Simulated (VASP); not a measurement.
Runs of VASP 6.6.1 on Fe. The structure is that of space group Im-3m (No. 229), or close to it. The cells are those of the table. 

```tsv
spin	cell	k mesh	cutoff (eV)	smearing	gap on the mesh (eV)	pressure (GPa)	moment (μB)
collinear, ferromagnetic start	a = 2.485 Å, angles 109.5°, 1 atom	15 × 15 × 15	520	methfessel-paxton 0.1 eV	none	-0.3	2.67
off	a = 2.364 Å, angles 109.5°, 1 atom	10 × 10 × 10	660	fermi-dirac 0.1 eV	none	0.7	-
collinear, ferromagnetic start	a = 2.485 Å, angles 109.5°, 1 atom	15 × 15 × 15	520	methfessel-paxton 0.3 eV	none	-0.4	2.67
collinear, ferromagnetic start	a = 2.485 Å, angles 109.5°, 1 atom	9 × 9 × 9	520	fermi-dirac 0.05 eV	none	-3.3	2.57
off	a = 2.364 Å, angles 109.5°, 1 atom	16 × 16 × 16	520	gaussian 0.3 eV	none	1.1	-
off	a = 2.364 Å, angles 109.5°, 1 atom	16 × 16 × 16	660	fermi-dirac 0.3 eV	none	6.2	-
off	a = 2.364 Å, angles 109.5°, 1 atom	8 × 8 × 8	660	fermi-dirac 0.1 eV	none	(c)	-
off	a = 2.395 Å, angles 109.5°, 1 atom	26 × 26 × 26	520	fermi-dirac 0.1 eV	none	(d)	-
off	a = 2.426 Å, angles 109.5°, 1 atom	26 × 26 × 26	520	fermi-dirac 0.1 eV	none	(a)	-
collinear, ferromagnetic start	a = 2.485 Å, angles 109.5°, 1 atom	15 × 15 × 15	520	methfessel-paxton 0.6 eV	none	-0.3	2.67
collinear, ferromagnetic start	a = 2.485 Å, angles 109.5°, 1 atom	4 × 4 × 4	520	fermi-dirac 0.05 eV	none	(b)	2.60
off	a = 2.364 Å, angles 109.5°, 1 atom	16 × 16 × 16	660	fermi-dirac 0.1 eV	none	0.6	-
```

Alike in all rows: task single point; level r2SCAN; potentials or basis VASP PAW PBE potentials, release 64 (Fe).

Estimate the missing entries.

(a) -18.4; (b) -0.9; (c) 0.3; (d) -9.9.

Caveats: some runs use coarse meshes; the PAW data sets were made with another functional, which shifts forces and pressure a little.

A gap of «none» marks levels without a gap at the run's occupations.
